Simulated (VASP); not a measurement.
FeIr, 2 atoms in the cell. The structure is trigonal, space group R-3m (No. 166). Conventional cell: a = 2.717 Å, b = 2.717 Å, c = 12.749 Å, α = 90.00°, β = 90.00°, γ = 120.00°. Within 3.5 Å of Fe (site symmetry -3m) lie 6 Ir at 2.64 Å and 6 Fe at 2.72 Å. Within 3.5 Å of Ir (site symmetry -3m) lie 6 Fe at 2.64 Å and 6 Ir at 2.72 Å. 

| Item | Value |
| --- | --- |
| Program | VASP 6.6.1 |
| Task | single point |
| Functional | LDA |
| Potentials or basis | VASP PAW LDA potentials, release 64 (Fe, Ir) |
| Cutoff | 520 eV |
| k mesh | 12 × 12 × 12 |
| Occupations | fermi-dirac, width 0.05 eV |
| Spin | collinear spin, ferromagnetic start |
| Starting moments | [3.0, 0.8] μB |
| Dipole correction | no |
| Further INCAR settings | ALGO = Normal; EDIFF = 1e-06; NBANDS = 20 |

Potentials or basis: VASP PAW LDA potentials, release 64 (Fe, Ir).

Command:

```bash
$ cat potpaw_LDA.64/Fe/POTCAR potpaw_LDA.64/Ir/POTCAR > POTCAR
$ mpirun -np 1 vasp_std > vasp.out
```

Hardware: 1 thread of Intel Xeon 8259CL, on a shared host.

Q: How long does it take, and how much memory?

A: Run time: 13 min on 1 thread of Intel Xeon 8259CL (shared host), peak memory 0.33 GiB. Counts: scf iterations 16, k points 189.
